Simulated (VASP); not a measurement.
# Ge (C2/c) in VASP: single point with LDA

Aim: the single point of Ge with LDA.

Everything below comes from runs of VASP 6.6.1. Logs are shortened: lines on timing, memory, paths and dates and some standing lists are left out, and cuts for length are marked.

## (1) The cell of the first run

It takes space group C2/c (No. 15, monoclinic). The conventional cell has a = 9.463 Å, b = 6.875 Å, c = 6.877 Å, α = 90.00°, β = 133.47°, γ = 90.00°. Within 3.2 Å of Ge (site symmetry 1) lie 4 Ge at 2.41 to 2.47 Å. Ge (site symmetry 1) has 4 Ge at 2.39 to 2.53 Å within 3.2 Å.

## (2) Single point, LDA (engineering shear strain xz -0.0533, engineering shear strain yz +0.0000)

The input, INCAR:

```
PREC     = Accurate       # precision mode
ENCUT    = 520            # plane-wave cutoff, eV
EDIFF    = 1E-6           # SCF threshold, eV
ISMEAR   = 0              # smearing method
SIGMA    = 0.15           # smearing width, eV
LREAL    = False          # projectors in reciprocal space
LASPH    = True           # aspherical terms in the spheres
NELM     = 100            # most SCF steps
ALGO     = Normal         # electronic algorithm
ISIF     = 2              # what is computed and relaxed
LWAVE    = False          # write WAVECAR
LCHARG   = True           # write CHGCAR
LVHAR    = True         
NBANDS   = 66             # bands
KPAR     = 4
```

The input, KPOINTS:

```
Automatic mesh
0
Gamma
  8 8 8
```

The input, POSCAR:

```
Ge
1.0
   -3.5290645700      3.4374563581      3.5290645700
    3.3458481462     -3.4374563581      3.3458481462
    3.5290645700      3.4374563581     -3.5290645700
Ge
8
Direct
    0.5000000000      0.0000000000      0.7958727303
    0.7958727303      0.5000000000      0.0000000000
    0.0000000000      0.7958727303      0.5000000000
    0.7041272697      0.7041272697      0.7041272697
    0.5000000000      0.0000000000      0.2041272697
    0.2041272697      0.5000000000      0.0000000000
    0.0000000000      0.2041272697      0.5000000000
    0.2958727303      0.2958727303      0.2958727303
```

Potentials or basis: VASP PAW LDA potentials, release 64 (Ge_d).

The run is started by

```
$ cat potpaw_LDA.64/Ge_d/POTCAR > POTCAR
$ mpirun -np 4 vasp_std > vasp.out
```

OUTCAR:

```text
PREC = Accurate
   ENCUT = 520
   EDIFF = 1E-6
   ISMEAR = 0
   LREAL = False
   LASPH = True
   NELM = 100
   ISIF = 2

 ion  position               nearest neighbor table
   1  0.500  0.000  0.796-   2 2.41   3 2.47   4 2.47   5 2.47
   2  0.796  0.500  0.000-   1 2.41   4 2.47   3 2.47   6 2.47
   3  0.000  0.796  0.500-   7 2.39   1 2.47   2 2.47   4 2.53
   4  0.704  0.704  0.704-   8 2.39   2 2.47   1 2.47   3 2.53
   5  0.500  0.000  0.204-   6 2.41   7 2.47   8 2.47   1 2.47
   6  0.204  0.500  0.000-   5 2.41   8 2.47   7 2.47   2 2.47
   7  0.000  0.204  0.500-   3 2.39   5 2.47   6 2.47   8 2.53
   8  0.296  0.296  0.296-   4 2.39   6 2.47   5 2.47   7 2.53

  LATTYP: Found a face centered orthorhombic cell.
 ALAT       =     6.8749127162
 B/A-ratio  =     1.3765247710
 C/A-ratio  =     1.4519023538

  Lattice vectors:

 A1 = (   6.8749127162,   0.0000000000,  -0.1832164238)
 A2 = (   3.5290645700,   3.4374563581,  -3.5290645700)
 A3 = (   3.3458481462,   3.4374563581,   3.3458481462)

Analysis of symmetry for initial positions (statically):
=====================================================================
 Subroutine PRICEL returns:
 Original cell was already a primitive cell.

 Routine SETGRP: Setting up the symmetry group for a
 face centered orthorhombic supercell.

 Subroutine GETGRP returns: Found  4 space group operations
 (whereof  2 operations were pure point group operations)
 out of a pool of  8 trial point group operations.

The static configuration has the point symmetry S_2 .
 The point group associated with its full space group is C_2h.

Analysis of symmetry for dynamics (positions and initial velocities):
=====================================================================
 Subroutine PRICEL returns:
 Original cell was already a primitive cell.

 Routine SETGRP: Setting up the symmetry group for a
 face centered orthorhombic supercell.

 Subroutine GETGRP returns: Found  4 space group operations
 (whereof  2 operations were pure point group operations)
 out of a pool of  8 trial point group operations.

The dynamic configuration has the point symmetry S_2 .
 The point group associated with its full space group is C_2h.

 Subroutine INISYM returns: Found  4 space group operations
 (whereof  2 operations are pure point group operations),
 and found     1 'primitive' translations

----------------------------------------------------------------------------------------

                                     Primitive cell

  volume of cell :     162.3540

  direct lattice vectors                    reciprocal lattice vectors
    -3.529064570  3.437456358  3.529064570     0.003879168  0.145456392  0.145559772
     3.345848146 -3.437456358  3.345848146     0.149438940  0.000000000  0.149438940
     3.529064570  3.437456358 -3.529064570     0.145559772  0.145456392  0.003879168

  length of vectors
     6.060090733  5.848547328  6.060090733     0.205816076  0.211338576  0.205816076

  position of ions in fractional coordinates (direct lattice)
     0.500000000  0.000000000  0.795872730
     0.795872730  0.500000000  1.000000000
     1.000000000  0.795872730  0.500000000
     0.704127270  0.704127270  0.704127270
     0.500000000  0.000000000  0.204127270
     0.204127270  0.500000000  1.000000000
     1.000000000  0.204127270  0.500000000
     0.295872730  0.295872730  0.295872730

  ion indices of the primitive-cell ions
   primitive index   ion index
                 1           1
                 2           2
                 3           3
                 4           4
                 5           5
                 6           6
                 7           7
                 8           8

----------------------------------------------------------------------------------------

 KPOINTS: Automatic mesh

Automatic generation of k-mesh.
 Grid dimensions read from file:
 generate k-points for:    8    8    8

 Generating k-lattice:

  Cartesian coordinates                     Fractional coordinates (reciprocal lattice)
     0.000484896  0.018182049  0.018194971     0.125000000 -0.000000000  0.000000000
     0.018679867  0.000000000  0.018679867     0.000000000  0.125000000  0.000000000
     0.018194971  0.018182049  0.000484896     0.000000000 -0.000000000  0.125000000

  Length of vectors
     0.025727010  0.026417322  0.025727010

  Shift w.r.t. Gamma in fractional coordinates (k-lattice)
     0.000000000  0.000000000  0.000000000

 Subroutine IBZKPT returns following result:
 ===========================================

 Found    150 irreducible k-points:

 Following reciprocal coordinates:
            Coordinates               Weight
  0.000000  0.000000  0.000000      1.000000
  0.125000 -0.000000  0.000000      4.000000
 -0.125000  0.125000 -0.000000      4.000000
  0.250000 -0.000000  0.000000      4.000000
 -0.250000  0.250000 -0.000000      4.000000
  0.375000 -0.000000  0.000000      4.000000
[... 16 lines left out ...]
  0.125000  0.250000  0.000000      4.000000
 -0.125000  0.375000 -0.000000      4.000000
 [... further k-points ...]
   k-points           NKPTS =    150   k-points in BZ     NKDIM =    150   number of bands    NBANDS=     66
   number of dos      NEDOS =    301   number of ions     NIONS =      8
   total plane-waves  NPLWV = 110592
   dimension x,y,z NGX =    48 NGY =   48 NGZ =   48
   dimension x,y,z NGXF=    96 NGYF=   96 NGZF=   96
   ions per type =               8
   NGX,Y,Z   is equivalent  to a cutoff of  13.17, 13.64, 13.17 a.u.
   NGXF,Y,Z  is equivalent  to a cutoff of  26.34, 27.29, 26.34 a.u.
 SYSTEM =  unknown system
   PREC   = accura    normal or accurate (medium, high low for compatibility)
   ISTART =      0    job   : 0-new  1-cont  2-samecut
   ICHARG =      2    charge: 1-file 2-atom 10-const
   ISPIN  =      1    spin polarized calculation?
   LNONCOLLINEAR =      F non collinear calculations
   LSORBIT =      F    spin-orbit coupling
   LASPH  =      T    aspherical Exc in radial PAW
   ENCUT  =  520.0 eV  38.22 Ry    6.18 a.u.  11.27 10.87 11.27*2*pi/ulx,y,z
   NELM   =    100;   NELMIN=  2; NELMDL= -5     # of ELM steps
   EDIFF  = 0.1E-05   stopping-criterion for ELM
   LREAL  =      F    real-space projection
   EDIFFG = 0.1E-04   stopping-criterion for IOM
   NSW    =      0    number of steps for IOM
   IBRION =     -1    ionic relax: 0-MD 1-quasi-New 2-CG
   NFREE  =      0    steps in history (QN), initial steepest desc. (CG)
   ISIF   =      2    stress and relaxation
   ISYM   =      2    0-nonsym 1-usesym 2-fastsym
   POTIM  = 0.5000    time-step for ionic-motion
   TEBEG  =    0.0;   TEEND  =   0.0 temperature during run
   PSTRESS=    0.0 pullay stress
   NELECT =     112.0000    total number of electrons
   NUPDOWN=      -1.0000    fix difference up-down
   EMIN   =  10.00;   EMAX   =-10.00  energy-range for DOS
   EFERMI =   0.00;   METHOD = LEGACY
   ISMEAR =     0;   SIGMA  =   0.15  broadening in eV -4-tet -1-fermi 0-gaus
   EFERMI_NEDOS =   21; number of points for ismear=-14 and -15
   IALGO  =     38    algorithm
   IMIX   =      4    mixing-type and parameters
     AMIX     =   0.40;   BMIX     =  1.00
     AMIX_MAG =   1.60;   BMIX_MAG =  1.00
  volume/ion in A,a.u.               =      20.29       136.95
  Fermi-wavevector in a.u.,A,eV,Ry     =   1.446527  2.733539 28.469374  2.092440
  Thomas-Fermi vector in A             =   2.564585
   LORBIT       =      0    0 simple, 1 ext, 2 COOP (PROOUT), +10 PAW based schemes
   GGA     = CA    functional components
   LHFCALC =     F    Hartree Fock is set to
   AEXX    =    0.0000 exact exchange contribution
   IVDW    =     0    specifies the selected vdW correction
   LEPSILON=     F    determine dielectric tensor
   LRPA    =     F    only Hartree local field effects (RPA)
 non-spin polarized calculation
 Gauss-broadening in eV      SIGMA  =   0.15
  energy-cutoff  :      520.00
  volume of cell :      162.35
 maximum number of plane-waves:      4398
 NGX is ok and might be reduce to    48
   NGX = 23   NGY = 21   NGZ = 23

 number of electron     112.0000012 magnetization

 Free energy of the ion-electron system (eV)
  ---------------------------------------------------
  ext. energy  EPLUGINS =         0.00000000
  ---------------------------------------------------
  free energy    TOTEN  =       -40.52750744 eV

  energy without entropy =      -40.51214786  energy(sigma->0) =      -40.51982765

 E-fermi :   5.6706     XC(G=0): -10.9715

 val. band max:        5.6686891601   @ k =   0.5000   0.1250   0.5000
 cond. band min:       5.7005009707   @ k =  -0.2500   0.3750   0.2500
 fundamental gap:      0.0318118106
 Fermi energy:         5.6706158849

 k-point     1 :       0.0000    0.0000    0.0000
  band No.  band energies     occupation
      1     -19.3311      2.00000
      2     -19.3210      2.00000
      3     -19.2991      2.00000
      4     -19.2949      2.00000
      5     -19.2926      2.00000
      6     -19.2918      2.00000
[... 58 lines left out ...]
     65      10.9909      0.00000
     66      12.4898      0.00000

 k-point     2 :       0.1250   -0.0000    0.0000
  band No.  band energies     occupation
      1     -19.3305      2.00000
      2     -19.3212      2.00000
      3     -19.3002      2.00000
      4     -19.2963      2.00000
      5     -19.2905      2.00000
      6     -19.2885      2.00000
[... 58 lines left out ...]
     65      11.1145      0.00000
     66      11.6472      0.00000

 k-point     3 :      -0.1250    0.1250   -0.0000
  band No.  band energies     occupation
      1     -19.3313      2.00000
      2     -19.3207      2.00000
      3     -19.3006      2.00000
      4     -19.2933      2.00000
      5     -19.2925      2.00000
      6     -19.2874      2.00000
[... 1438 lines left out ...]
     65      10.5212      0.00000
     66      10.9142      0.00000

 k-point    24 :      -0.1250    0.3750   -0.0000
  band No.  band energies     occupation
      1     -19.3254      2.00000
      2     -19.3193      2.00000
      3     -19.2969      2.00000
      4     -19.2904      2.00000
      5     -19.2864      2.00000
      6     -19.2817      2.00000
[... 58 lines left out ...]
     65      10.3215      0.00000
     66      10.9924      0.00000

 [... further k-points ...]

------------------------ aborting loop because EDIFF is reached ----------------------------------------

  FORCE on cell =-STRESS in cart. coord.  units (eV):
  Direction    XX          YY          ZZ          XY          YZ          ZX
  --------------------------------------------------------------------------------------
  -------------------------------------------------------------------------------------
  Total        0.6412769      0.3199068      0.7738466      0.0000000      0.0000000      3.9455668
  in kB        6.3283891      3.1569744      7.6366421      0.0000000      0.0000000     38.9365056
  external PRESSURE =       5.7073352 kB  Pullay stress =       0.0000000 kB

 VOLUME and BASIS-vectors are now :
 -----------------------------------------------------------------------------
  energy-cutoff  :      520.00
  volume of cell :      162.35
      direct lattice vectors                 reciprocal lattice vectors
    -3.529064570  3.437456358  3.529064570     0.003879168  0.145456392  0.145559772
     3.345848146 -3.437456358  3.345848146     0.149438940  0.000000000  0.149438940
     3.529064570  3.437456358 -3.529064570     0.145559772  0.145456392  0.003879168

 POSITION                                       TOTAL-FORCE (eV/Angst)
 -----------------------------------------------------------------------------------
      1.04415      4.45451     -1.04415         0.011708      0.121233     -0.383645
     -1.13576      1.01705      4.48161        -0.011708      0.121233      0.383645
      4.42740     -1.01705      0.89834        -0.137490      0.178214     -0.337017
      2.35590      2.42041      2.35590         0.137490      0.178214      0.337017
     -1.04415      2.42041      1.04415        -0.011708     -0.121233      0.383645
      0.95255     -1.01705      2.39330         0.011708     -0.121233     -0.383645
      2.44751      1.01705     -1.08155         0.137490     -0.178214      0.337017
      0.98995      1.01705      0.98995        -0.137490     -0.178214     -0.337017
 -----------------------------------------------------------------------------------
    total drift:                                0.000000     -0.000000     -0.000000

  FREE ENERGIE OF THE ION-ELECTRON SYSTEM (eV)
  ---------------------------------------------------
  free  energy   TOTEN  =       -40.5275074427 eV

  energy  without entropy=      -40.5121478566  energy(sigma->0) =      -40.51982765
```

Wall time 8.9 min (4 MPI ranks of Intel Xeon Platinum 8175M at 2.50GHz (Skylake/Cascade Lake), shared host); peak memory 1 GiB.

What came out:

```
Free energy            : -40.5275 eV
Pressure               : 0.6 GPa
Largest force          : 0.405 eV/Å
Band gap on the k mesh : zero (bands 56 and 57 overlap by 0.79 eV)
```

Forces in eV/Å, atoms in the order of the input:
```
Ge   0.012  0.121 -0.384
Ge  -0.012  0.121  0.384
Ge  -0.137  0.178 -0.337
Ge   0.137  0.178  0.337
Ge  -0.012 -0.121  0.384
Ge   0.012 -0.121 -0.384
Ge   0.137 -0.178  0.337
Ge  -0.137 -0.178 -0.337
```

Caveat: the cell differs from its parent crystal (engineering shear strain xz -0.0533, engineering shear strain yz +0.0000); semilocal functionals underestimate gaps, and a narrow one can read as zero.

The gap in the log of VASP goes by the Fermi energy; the results here count the filled bands.